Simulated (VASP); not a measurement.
**Sb: single point with PBE**

The system is Sb.

```
CELL_PARAMETERS angstrom
0.00000 2.30500 2.32805
2.30500 0.00000 2.32805
2.30500 2.30500 0.00000
ATOMIC_POSITIONS crystal
Sb 0.00000 0.00000 0.00000
```

This cell differs from its parent crystal: zz strain of +1 %.

```
Program             : VASP 6.6.1
Task                : single point
Functional          : PBE
Potentials or basis : VASP PAW PBE potentials, release 64 (Sb)
Cutoff              : 520 eV
k mesh              : 12 × 12 × 12
Occupations         : fermi-dirac, width 0.05 eV
Spin                : no spin polarisation
```

The pressure is 7.7 GPa. The band gap on the k mesh is zero (an odd number of electrons rules out a gap without spin polarisation).

Stress tensor (GPa, compression positive):
```
7.63 0.00 0.00
0.00 7.63 0.00
0.00 0.00 7.82
```

Levels at points of the mesh, in eV from the Fermi level:
```csv
k point,band 1,band 2,band 3,band 4,band 5,band 6
"(0.00, 0.00, 0.00)",-13.68,5.91,5.91,5.91,10.13,10.16
"(0.50, 0.00, 0.00)",-9.44,-6.44,3.90,4.08,8.66,9.20
"(0.50, 0.50, 0.00)",-7.66,-5.52,0.42,0.42,4.27,4.57
"(0.50, 0.00, 0.50)",-7.51,-5.43,0.25,0.33,4.12,4.48
```

It took 16 s on 1 thread of Intel Xeon 8259CL, with other jobs on the host, peak memory 0.16 GiB.

Caveat: the cell differs from its parent crystal (zz strain of +1 %); the cell stands under pressure; spin-orbit coupling is left out, which moves the levels of the heavy elements.
